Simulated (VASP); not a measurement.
# Al: relaxation of cell and atoms with PBE

Al:

```
CELL_PARAMETERS angstrom
2.86351 0.00000 0.00000
1.43175 2.47987 0.00000
1.43175 0.82662 2.33804
ATOMIC_POSITIONS crystal
Al 0.00000 0.00000 0.00000
```

```
Program                : VASP 6.6.1
Task                   : relaxation of cell and atoms
Functional             : PBE
Potentials or basis    : VASP PAW PBE potentials, release 64 (Al)
Cutoff                 : 500 eV
k mesh                 : 16 × 16 × 16
Occupations            : gaussian, width 0.1 eV
Spin                   : no spin polarisation
Target pressure        : 30 GPa
Dipole correction      : no
Further INCAR settings : ALGO = Normal; EDIFF = 1e-07; IBRION = 2; EDIFFG = -0.01; NSW = 80; ISIF = 3
```

The relaxed volume is 13.11 Å³/atom and the relaxed cell is a = 2.647 Å, b = 2.647 Å, c = 2.647 Å, α = 60.00°, β = 60.00°, γ = 60.00°. The space group after relaxing (to 0.05 Å) is Fm-3m (No. 225) and the energy change on relaxing (the enthalpy is what falls) is +256.8 meV/atom. The ionic steps are 7 and the pressure after relaxing is 30.0 GPa.

Step by step:
```tsv
step	energy change (eV)	largest force (eV/Å)	pressure (GPa)	volume (Å³)
1	0.0000	0.0000	-0.59	16.60
2	1.4432	0.0000	110.49	10.09
3	0.2250	0.0000	27.44	13.28
4	0.2498	0.0000	29.45	13.15
5	0.2617	0.0000	30.39	13.08
6	0.2514	0.0000	29.58	13.14
7	0.2568	0.0000	30.01	13.11
```

Final structure:
```
CELL_PARAMETERS angstrom
2.64651 0.00000 0.00000
1.32325 2.29194 0.00000
1.32325 0.76398 2.16086
ATOMIC_POSITIONS crystal
Al 0.00000 0.00000 0.00000
```

Levels at points of the mesh, in eV from the Fermi level:
```csv
k point,band 1,band 2,band 3,band 4,band 5
"(0.00, 0.00, 0.00)",-12.87,13.93,13.93,13.93,17.34
"(0.50, 0.00, 0.00)",-5.60,-4.77,12.53,12.53,14.08
"(0.50, 0.50, 0.00)",-3.53,-1.79,5.24,6.75,6.75
```

It took 24 s on 1 thread of Intel(R) Xeon(R) Platinum 8488C (Sapphire Rapids), with other jobs on the host, peak memory 0.15 GiB.

Caveat: the cell is relaxed towards a set pressure, so the enthalpy falls and the energy may rise; the volume moved by over 15 % at a fixed basis, so the end points are rough.
